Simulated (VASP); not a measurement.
A run of VASP 6.6.1 is set up as follows.

The input INCAR:

```
PREC = Accurate
ENCUT = 520
EDIFF = 1E-7
ISMEAR = -1
SIGMA = 0.05
LREAL = False
LASPH = True
NELM = 100
ALGO = Normal
ISIF = 2
LWAVE = False
LCHARG = False
GGA = PS
NBANDS = 22
```

File KPOINTS:

```
Automatic mesh
0
Gamma
  11 11 11
```

File POSCAR:

```
LuSe
1.0
    0.0000000000      2.7972694992      2.7972694992
    2.7972694992      0.0000000000      2.7972694992
    2.7972694992      2.7972694992      0.0000000000
Lu Se
1 1
Direct
    0.0000000000      0.0000000000      0.0000000000
    0.5000000000      0.5000000000      0.5000000000
```

Potentials or basis: VASP PAW PBE potentials, release 64 (Lu, Se).

Launch:

```bash
$ cat potpaw_PBE.64/Lu/POTCAR potpaw_PBE.64/Se/POTCAR > POTCAR
$ mpirun -np 1 vasp_std > vasp.out
```

(1) Predict the pressure.

Answers

(1) -1.6 GPa.

Caveat: the PAW data sets were made with another functional, which shifts forces and pressure a little.
